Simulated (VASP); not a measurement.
# Cs (Pm-3m) in VASP: a series of runs

Runs on Cs. Level: LDA. Tasks: single point, relaxation of cell and atoms.

All numbers are computed with VASP 6.6.1; they aren't measurements. Logs are shortened: lines on timing, memory, paths and dates and some standing lists are left out, and cuts for length are marked.

## (1) The cell of the first run

The structure is cubic, space group Pm-3m (No. 221). The conventional cell has a = 4.697 Å, b = 4.697 Å, c = 4.697 Å, α = 90.00°, β = 90.00°, γ = 90.00°.

This isn't the form of Cs at room conditions, which is bcc.

## (2) Single point, LDA (103.63 Å³/atom)

INCAR reads:

```
PREC     = Accurate       # precision mode
ENCUT    = 520            # plane-wave cutoff, eV
EDIFF    = 1E-6           # SCF threshold, eV
ISMEAR   = -1             # smearing method
SIGMA    = 0.1            # smearing width, eV
LREAL    = False          # projectors in reciprocal space
LASPH    = True           # aspherical terms in the spheres
NELM     = 60             # most SCF steps
ALGO     = Normal         # electronic algorithm
ISIF     = 2              # what is computed and relaxed
LWAVE    = False          # write WAVECAR
LCHARG   = False          # write CHGCAR
NBANDS   = 10             # bands
```

KPOINTS reads:

```
Automatic mesh
0
Gamma
  8 8 8
```

POSCAR reads:

```
Cs
1.0
    4.6971559676      0.0000000000      0.0000000000
    0.0000000000      4.6971559676      0.0000000000
    0.0000000000      0.0000000000      4.6971559676
Cs
1
Direct
    0.0000000000      0.0000000000      0.0000000000
```

Potentials or basis: VASP PAW LDA potentials, release 64 (Cs_sv).

Started as:

```bash
cat potpaw_LDA.64/Cs_sv/POTCAR > POTCAR
mpirun -np 1 vasp_std > vasp.out
```

OUTCAR:

```text
PREC = Accurate
   ENCUT = 520
   EDIFF = 1E-6
   ISMEAR = -1
   LREAL = False
   LASPH = True
   NELM = 60
   ISIF = 2

 ion  position               nearest neighbor table
   1  0.000  0.000  0.000-

  LATTYP: Found a simple cubic cell.
 ALAT       =     4.6971559676

  Lattice vectors:

 A1 = (   4.6971559676,   0.0000000000,   0.0000000000)
 A2 = (   0.0000000000,   4.6971559676,   0.0000000000)
 A3 = (   0.0000000000,   0.0000000000,   4.6971559676)

Analysis of symmetry for initial positions (statically):
=====================================================================
 Subroutine PRICEL returns:
 Original cell was already a primitive cell.

 Routine SETGRP: Setting up the symmetry group for a
 simple cubic supercell.

 Subroutine GETGRP returns: Found 48 space group operations
 (whereof 48 operations were pure point group operations)
 out of a pool of 48 trial point group operations.

The static configuration has the point symmetry O_h .

Analysis of symmetry for dynamics (positions and initial velocities):
=====================================================================
 Subroutine PRICEL returns:
 Original cell was already a primitive cell.

 Routine SETGRP: Setting up the symmetry group for a
 simple cubic supercell.

 Subroutine GETGRP returns: Found 48 space group operations
 (whereof 48 operations were pure point group operations)
 out of a pool of 48 trial point group operations.

The dynamic configuration has the point symmetry O_h .

 Subroutine INISYM returns: Found 48 space group operations
 (whereof 48 operations are pure point group operations),
 and found     1 'primitive' translations

----------------------------------------------------------------------------------------

                                     Primitive cell

  volume of cell :     103.6346

  direct lattice vectors                    reciprocal lattice vectors
     4.697155968  0.000000000  0.000000000     0.212894783  0.000000000  0.000000000
     0.000000000  4.697155968  0.000000000     0.000000000  0.212894783  0.000000000
     0.000000000  0.000000000  4.697155968     0.000000000  0.000000000  0.212894783

  length of vectors
     4.697155968  4.697155968  4.697155968     0.212894783  0.212894783  0.212894783

  position of ions in fractional coordinates (direct lattice)
     0.000000000  0.000000000  0.000000000

  ion indices of the primitive-cell ions
   primitive index   ion index
                 1           1

----------------------------------------------------------------------------------------

 KPOINTS: Automatic mesh

Automatic generation of k-mesh.
 Grid dimensions read from file:
 generate k-points for:    8    8    8

 Generating k-lattice:

  Cartesian coordinates                     Fractional coordinates (reciprocal lattice)
     0.026611848  0.000000000  0.000000000     0.125000000  0.000000000  0.000000000
     0.000000000  0.026611848  0.000000000     0.000000000  0.125000000  0.000000000
     0.000000000  0.000000000  0.026611848     0.000000000  0.000000000  0.125000000

  Length of vectors
     0.026611848  0.026611848  0.026611848

  Shift w.r.t. Gamma in fractional coordinates (k-lattice)
     0.000000000  0.000000000  0.000000000

 Subroutine IBZKPT returns following result:
 ===========================================

 Found     35 irreducible k-points:

 Following reciprocal coordinates:
            Coordinates               Weight
  0.000000  0.000000  0.000000      1.000000
  0.125000  0.000000  0.000000      6.000000
  0.250000  0.000000  0.000000      6.000000
  0.375000  0.000000  0.000000      6.000000
  0.500000  0.000000  0.000000      3.000000
  0.125000  0.125000  0.000000     12.000000
[... 16 lines left out ...]
  0.375000  0.375000  0.125000     24.000000
  0.500000  0.375000  0.125000     24.000000
 [... further k-points ...]
   k-points           NKPTS =     35   k-points in BZ     NKDIM =     35   number of bands    NBANDS=     10
   number of dos      NEDOS =    301   number of ions     NIONS =      1
   total plane-waves  NPLWV =  46656
   dimension x,y,z NGX =    36 NGY =   36 NGZ =   36
   dimension x,y,z NGXF=    72 NGYF=   72 NGZF=   72
   ions per type =               1
   NGX,Y,Z   is equivalent  to a cutoff of  12.74, 12.74, 12.74 a.u.
   NGXF,Y,Z  is equivalent  to a cutoff of  25.48, 25.48, 25.48 a.u.
 SYSTEM =  unknown system
   PREC   = accura    normal or accurate (medium, high low for compatibility)
   ISTART =      0    job   : 0-new  1-cont  2-samecut
   ICHARG =      2    charge: 1-file 2-atom 10-const
   ISPIN  =      1    spin polarized calculation?
   LNONCOLLINEAR =      F non collinear calculations
   LSORBIT =      F    spin-orbit coupling
   LASPH  =      T    aspherical Exc in radial PAW
   ENCUT  =  520.0 eV  38.22 Ry    6.18 a.u.   8.73  8.73  8.73*2*pi/ulx,y,z
   NELM   =     60;   NELMIN=  2; NELMDL= -5     # of ELM steps
   EDIFF  = 0.1E-05   stopping-criterion for ELM
   LREAL  =      F    real-space projection
   EDIFFG = 0.1E-04   stopping-criterion for IOM
   NSW    =      0    number of steps for IOM
   IBRION =     -1    ionic relax: 0-MD 1-quasi-New 2-CG
   NFREE  =      0    steps in history (QN), initial steepest desc. (CG)
   ISIF   =      2    stress and relaxation
   ISYM   =      2    0-nonsym 1-usesym 2-fastsym
   POTIM  = 0.5000    time-step for ionic-motion
   TEBEG  =    0.0;   TEEND  =   0.0 temperature during run
   PSTRESS=    0.0 pullay stress
   NELECT =       9.0000    total number of electrons
   NUPDOWN=      -1.0000    fix difference up-down
   EMIN   =  10.00;   EMAX   =-10.00  energy-range for DOS
   EFERMI =   0.00;   METHOD = LEGACY
   ISMEAR =    -1;   SIGMA  =   0.10  broadening in eV -4-tet -1-fermi 0-gaus
   EFERMI_NEDOS =   21; number of points for ismear=-14 and -15
   IALGO  =     38    algorithm
   IMIX   =      4    mixing-type and parameters
     AMIX     =   0.40;   BMIX     =  1.00
     AMIX_MAG =   1.60;   BMIX_MAG =  1.00
  volume/ion in A,a.u.               =     103.63       699.36
  Fermi-wavevector in a.u.,A,eV,Ry     =   0.724971  1.369997  7.150992  0.525583
  Thomas-Fermi vector in A             =   1.815575
   LORBIT       =      0    0 simple, 1 ext, 2 COOP (PROOUT), +10 PAW based schemes
   GGA     = CA    functional components
   LHFCALC =     F    Hartree Fock is set to
   AEXX    =    0.0000 exact exchange contribution
   IVDW    =     0    specifies the selected vdW correction
   LEPSILON=     F    determine dielectric tensor
   LRPA    =     F    only Hartree local field effects (RPA)
 non-spin polarized calculation
  energy-cutoff  :      520.00
  volume of cell :      103.63
 maximum number of plane-waves:      2829
 NGX is ok and might be reduce to    36
   NGX = 17   NGY = 17   NGZ = 17

 number of electron       8.9999998 magnetization

 Free energy of the ion-electron system (eV)
  ---------------------------------------------------
  ext. energy  EPLUGINS =         0.00000000
  ---------------------------------------------------
  free energy    TOTEN  =        -0.91017382 eV

  energy without entropy =       -0.86909879  energy(sigma->0) =       -0.88963631

 E-fermi :   0.5918     XC(G=0):  -5.8018

 val. band max:        0.5309733155   @ k =   0.3750   0.2500   0.1250
 cond. band min:       0.6936091366   @ k =   0.5000   0.1250   0.1250
 fundamental gap:      0.1626358211
 Fermi energy:         0.5918463602

 k-point     1 :       0.0000    0.0000    0.0000
  band No.  band energies     occupation
      1     -23.3500      2.00000
      2     -10.0234      2.00000
      3     -10.0234      2.00000
      4     -10.0234      2.00000
      5      -1.2042      2.00000
      6       1.7907      0.00001
      7       1.7907      0.00001
      8       5.2662      0.00000
      9       5.2662      0.00000
     10       5.2662      0.00000

 k-point     2 :       0.1250    0.0000    0.0000
  band No.  band energies     occupation
      1     -23.3477      2.00000
      2     -10.0705      2.00000
      3     -10.0194      2.00000
      4     -10.0194      2.00000
      5      -1.0518      2.00000
      6       1.8476      0.00001
      7       1.8738      0.00001
      8       4.7695      0.00000
      9       4.7695      0.00000
     10       5.2935      0.00000

 k-point     3 :       0.2500    0.0000    0.0000
  band No.  band energies     occupation
      1     -23.3422      2.00000
      2     -10.1805      2.00000
      3     -10.0097      2.00000
      4     -10.0097      2.00000
      5      -0.6394      1.99999
      6       1.9262      0.00000
      7       1.9982      0.00000
      8       4.1411      0.00000
      9       4.1411      0.00000
     10       5.0754      0.00000

 k-point     4 :       0.3750    0.0000    0.0000
  band No.  band energies     occupation
      1     -23.3367      2.00000
      2     -10.2858      2.00000
      3     -10.0000      2.00000
      4     -10.0000      2.00000
      5      -0.0765      1.99750
      6       1.5823      0.00010
      7       2.1739      0.00000
      8       3.7214      0.00000
      9       3.7214      0.00000
     10       5.4708      0.00000
[... 222 lines left out ...]
 k-point    22 :       0.5000    0.2500    0.1250
  band No.  band energies     occupation
      1     -23.3246      2.00000
      2     -10.3011      2.00000
      3     -10.1400      2.00000
      4     -10.0263      2.00000
      5       1.0351      0.02349
      6       1.1608      0.00674
      7       2.7252      0.00000
      8       2.8048      0.00000
      9       4.0717      0.00000
     10       4.1195      0.00000

 k-point    23 :       0.3750    0.3750    0.1250
  band No.  band energies     occupation
      1     -23.3215      2.00000
      2     -10.2480      2.00000
      3     -10.2432      2.00000
      4     -10.0205      2.00000
      5       0.8128      0.19784
      6       1.6790      0.00004
      7       2.6096      0.00000
      8       2.9846      0.00000
      9       3.9092      0.00000
     10       4.1124      0.00000

 k-point    24 :       0.5000    0.3750    0.1250
  band No.  band energies     occupation
      1     -23.3193      2.00000
      2     -10.2861      2.00000
      3     -10.2396      2.00000
      4     -10.0164      2.00000
      5       0.9001      0.08770
      6       1.7098      0.00003
      7       2.6183      0.00000
      8       2.8514      0.00000
      9       4.0776      0.00000
     10       4.2373      0.00000

 [... further k-points ...]
[... 5 lines left out ...]
  --------------------------------------------------------------------------------------
  -------------------------------------------------------------------------------------
  Total        0.0167261      0.0167261      0.0167261      0.0000000     -0.0000000      0.0000000
  in kB        0.2585832      0.2585832      0.2585832      0.0000000     -0.0000000      0.0000000
  external PRESSURE =       0.2585832 kB  Pullay stress =       0.0000000 kB

 VOLUME and BASIS-vectors are now :
 -----------------------------------------------------------------------------
  energy-cutoff  :      520.00
  volume of cell :      103.63
      direct lattice vectors                 reciprocal lattice vectors
     4.697155968  0.000000000  0.000000000     0.212894783  0.000000000  0.000000000
     0.000000000  4.697155968  0.000000000     0.000000000  0.212894783  0.000000000
     0.000000000  0.000000000  4.697155968     0.000000000  0.000000000  0.212894783

 POSITION                                       TOTAL-FORCE (eV/Angst)
 -----------------------------------------------------------------------------------
      0.00000      0.00000      0.00000         0.000000      0.000000      0.000000
 -----------------------------------------------------------------------------------
    total drift:                               -0.000000      0.000000     -0.000000

  FREE ENERGIE OF THE ION-ELECTRON SYSTEM (eV)
  ---------------------------------------------------
  free  energy   TOTEN  =        -0.9101738239 eV

  energy  without entropy=       -0.8690987918  energy(sigma->0) =       -0.88963631
```

It took 34 s on 1 thread of AMD EPYC 7R13, shared host; peak memory 0.15 GiB.

What came out:

```yaml
Free_energy: -0.9102 eV
Pressure: 0.0 GPa
Band_gap_on_the_k_mesh: zero (an odd number of electrons rules out a gap without spin polarisation)
```

Caveat: spin-orbit coupling is left out, which moves the levels of the heavy elements.

## (3) Relaxation of cell and atoms, LDA

INCAR reads:

```
SYSTEM = Cs
PREC = Accurate
ENCUT = 600
EDIFF = 1E-6
ISMEAR = -1
SIGMA = 0.1
LREAL = .False.
LASPH = .True.
NELM = 100
ALGO = Normal
ISIF = 3
LWAVE = .False.
LCHARG = .False.
GGA = CA
IBRION = 2
NSW = 60
EDIFFG = -0.005
```

KPOINTS reads:

```
Automatic mesh
0
Gamma
  8 8 8
  0 0 0
```

POSCAR is that of step 2.

Potentials or basis: VASP PAW LDA potentials, release 64 (Cs_sv).

Started as:

```bash
cat potpaw_LDA.64/Cs_sv/POTCAR > POTCAR
mpirun -np 1 vasp_std > vasp.out
```

Run time: 1.9 min. Hardware: 1 thread of AMD EPYC 7R13, shared host; peak memory 0.18 GiB.

It converged, with:

```yaml
Free_energy: -0.9104 eV
Relaxed_volume: 105.55 Å³/atom
Relaxed_cell: a = 4.726 Å, b = 4.726 Å, c = 4.726 Å, α = 90.00°, β = 90.00°, γ = 90.00°
Space_group_after_relaxing_to_0.1_Å: Pm-3m (No. 221)
Energy_gained_by_relaxing: 0.2 meV/atom
Ionic_steps: 5
Pressure_after_relaxing: 0.0 GPa
Band_gap_on_the_k_mesh: zero (an odd number of electrons rules out a gap without spin polarisation)
```

Step by step:
| step | energy change (eV) | largest force (eV/Å) | pressure (GPa) | volume (Å³) |
| --- | --- | --- | --- | --- |
| 1 | 0.0000 | 0.0000 | 0.03 | 103.63 |
| 2 | -0.0001 | 0.0000 | 0.03 | 103.96 |
| 3 | -0.0002 | 0.0000 | 0.01 | 104.93 |
| 4 | -0.0001 | 0.0000 | -0.02 | 106.91 |
| 5 | -0.0002 | 0.0000 | 0.00 | 105.55 |

Final structure:
```
Cs
1.0
     4.72588    0.00000    0.00000
     0.00000    4.72588    0.00000
     0.00000    0.00000    4.72588
Cs
1
Direct
  0.00000 0.00000 0.00000
```

Levels at points of the mesh, in eV from the Fermi level:
```tsv
k point	band 1	band 2	band 3	band 4	band 5	band 6	band 7	band 8
(0.00, 0.00, 0.00)	-23.95	-10.63	-10.63	-10.63	-1.78	1.21	1.21	4.62
(0.50, 0.00, 0.00)	-23.93	-10.91	-10.60	-10.60	-0.27	0.59	1.67	2.97
(0.50, 0.50, 0.00)	-23.92	-10.87	-10.87	-10.58	0.18	1.16	2.35	2.35
(0.50, 0.50, 0.50)	-23.90	-10.84	-10.84	-10.84	0.97	0.97	0.97	3.23
```

Caveat: spin-orbit coupling is left out, which moves the levels of the heavy elements.

The gap in the log of VASP goes by the Fermi energy; the results here count the filled bands.